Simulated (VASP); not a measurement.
# TaN (Fm-3m) in VASP: further runs, part 2 of 2

VASP 6.6.1. The steps go on from the part before.

## 4. Electric field gradients, PBE

This run uses another cell than the first one, of 10.35 Å³/atom, 1.063 times its volume.

INCAR

```
PREC = Accurate
ENCUT = 520
EDIFF = 1E-8
ISMEAR = -1
SIGMA = 0.02
LREAL = F
LASPH = T
NELM = 60
ALGO = Normal
ISIF = 2
LWAVE = F
LCHARG = F
GGA = PE
LEFG = T
NBANDS = 15
```

KPOINTS

```
regular mesh
0
Gamma
  9 9 9
```

POSCAR

```
TaN
1.0
    0.0000000000      2.1790000000      2.1790000000
    2.1790000000      0.0000000000      2.1790000000
    2.1790000000      2.1790000000      0.0000000000
Ta N
1 1
Direct
    0.5000000000      0.5000000000      0.5000000000
    0.0000000000      0.0000000000      0.0000000000
```

Potentials or basis: VASP PAW PBE potentials, release 64 (Ta_pv, N).

On the command line:

```sh
$ cat potpaw_PBE.64/Ta_pv/POTCAR potpaw_PBE.64/N/POTCAR > POTCAR
$ mpirun -np 1 vasp_std > vasp.out
```

OUTCAR:

```text
PREC = Accurate
   ENCUT = 520
   EDIFF = 1E-8
   ISMEAR = -1
   LREAL = F
   LASPH = T
   NELM = 60
   ISIF = 2
   GGA = PE

 ion  position               nearest neighbor table
   1  0.500  0.500  0.500-   2 2.18   2 2.18   2 2.18   2 2.18   2 2.18   2 2.18
   2  0.000  0.000  0.000-   1 2.18   1 2.18   1 2.18   1 2.18   1 2.18   1 2.18

  LATTYP: Found a face centered cubic cell.
 ALAT       =     4.3580000000

  Lattice vectors:

 A1 = (   0.0000000000,   2.1790000000,   2.1790000000)
 A2 = (   2.1790000000,   0.0000000000,   2.1790000000)
[... 643 lines left out ...]
  ---------------------------------------------------
  free  energy   TOTEN  =       -21.7866076475 eV

  energy  without entropy=      -21.7855350816  energy(sigma->0) =      -21.78607136

 Electric field gradients (V/A^2)
---------------------------------------------------------------------
 ion       V_xx      V_yy      V_zz      V_xy      V_xz      V_yz
---------------------------------------------------------------------
   1       0.000    -0.000     0.000     0.000     0.000     0.000
   2       0.000    -0.000     0.000    -0.000    -0.000    -0.000
---------------------------------------------------------------------

 Electric field gradients after diagonalization (V/A^2)
 (convention: |V_zz| > |V_xx| > |V_yy|)
----------------------------------------------------------------------
 ion       V_xx      V_yy      V_zz     asymmetry (V_yy - V_xx)/ V_zz
----------------------------------------------------------------------
   1      -0.000    -0.000     0.000       0.000
   2       0.000     0.000    -0.000       0.000
----------------------------------------------------------------------

           NMR quadrupolar parameters

 Cq : quadrupolar parameter    Cq=e*Q*V_zz/h
 eta: asymmetry parameters     (V_yy - V_xx)/ V_zz
 Q  : nuclear electric quadrupole moment in mb (millibarn)
----------------------------------------------------------------------
 ion       Cq(MHz)       eta       Q (mb)
----------------------------------------------------------------------
   1       0.000       0.000       1.000
   2      -0.000       0.000       1.000
----------------------------------------------------------------------
```

It took 24 s on 1 thread of Intel Xeon 8259CL, shared host; peak memory 0.11 GiB.

Results:

| Property | Result |
| --- | --- |
| Free energy | -21.7866 eV |
| Pressure | 15.4 GPa |
| Band gap on the k mesh | zero (band 8 reaches 11.47 eV, above the bottom of band 9 at 7.67 eV) |

Levels at points of the mesh, in eV from the Fermi level:
| k point | band 5 | band 6 | band 7 | band 8 | band 9 | band 10 | band 11 | band 12 |
| --- | --- | --- | --- | --- | --- | --- | --- | --- |
| (0.00, 0.00, 0.00) | -3.81 | -3.81 | -3.81 | -2.09 | -2.09 | -2.09 | 0.17 | 0.17 |

Caveat: without QUAD_EFG the Cq values of the log hold for a quadrupole moment of 1 mb, not for the nuclei; spin-orbit coupling is left out, which moves the levels of the heavy elements.

## 5. Density of states, PBE

This run uses another cell than the first one, of 10.35 Å³/atom, 1.063 times its volume.

POSCAR is that of step 4.

INCAR.step1

```
  PREC = Accurate
  ENCUT = 520
  EDIFF = 1E-6
  ISMEAR = -1
  SIGMA = 0.02
  LREAL = False
  LASPH = True
  NELM = 100
  ALGO = Normal
  ISIF = 2
  LWAVE = False
  LCHARG = True
  LMAXMIX = 4
  GGA = PE
  NBANDS = 15
```

KPOINTS.step1

```
regular mesh
0
Gamma
  9 9 9
```

INCAR.step2

```
  PREC = Accurate
  ENCUT = 520
  EDIFF = 1E-6
  ISMEAR = -5
  SIGMA = 0.02
  LREAL = False
  LASPH = True
  NELM = 100
  ALGO = Normal
  ISIF = 2
  LWAVE = False
  LCHARG = False
  LMAXMIX = 4
  GGA = PE
  LORBIT = 11
  NEDOS = 1001
  ICHARG = 11
```

KPOINTS.step2

```
regular mesh
0
Gamma
  14 14 14
```

On the command line:

```sh
$ cat potpaw_PBE.64/Ta_pv/POTCAR potpaw_PBE.64/N/POTCAR > POTCAR
$ cp INCAR.step1 INCAR
$ cp KPOINTS.step1 KPOINTS
$ mpirun -np 1 vasp_std > vasp.out
$ cp INCAR.step2 INCAR
$ cp KPOINTS.step2 KPOINTS
$ mpirun -np 1 vasp_std > vasp.out
```

Run time: 83 s. Hardware: 1 thread of AMD EPYC 7R13, shared host; peak memory 0.12 GiB.

It converged, with:

```yaml
Valence_electrons_inside_the_program's_atomic_spheres: Ta 9.01; N 3.80
```

Levels at points of the mesh, in eV from the Fermi level:
```csv
k point,band 6,band 7,band 8,band 9,band 10,band 11
"(0.00, 0.00, 0.00)",-3.88,-3.88,-2.16,-2.16,-2.16,0.09
"(0.50, 0.00, 0.00)",-7.76,-7.76,2.01,2.01,2.10,3.94
"(0.50, 0.50, 0.00)",-5.64,-4.68,-4.68,2.23,3.72,3.72
```

Caveat: spin-orbit coupling is left out, which moves the levels of the heavy elements; tetrahedron occupations give inexact forces and stress in metals.

## 6. Summary

| task | cell | k mesh for the DOS | occupations for the DOS | gap on the mesh (eV) | pressure (GPa) |
| --- | --- | --- | --- | --- | --- |
| electric field gradients | a = 3.019 Å, angles 60.0°, 2 atoms | - | - | none | 43.2 |
| electric field gradients | a = 3.082 Å, angles 60.0°, 2 atoms | - | - | none | 15.4 |
| density of states | a = 3.082 Å, angles 60.0°, 2 atoms | 14 × 14 × 14 | tetrahedron | - | - |

Alike in all rows: level PBE; potentials or basis VASP PAW PBE potentials, release 64 (Ta_pv, N); no spin polarisation; k mesh 9 × 9 × 9; cutoff (eV) 520; smearing fermi-dirac 0.02 eV.

Caveats: spin-orbit coupling is left out, which moves the levels of the heavy elements; tetrahedron occupations give inexact forces and stress in metals (some runs).

Absolute energies hang on the potentials; compare differences alone.
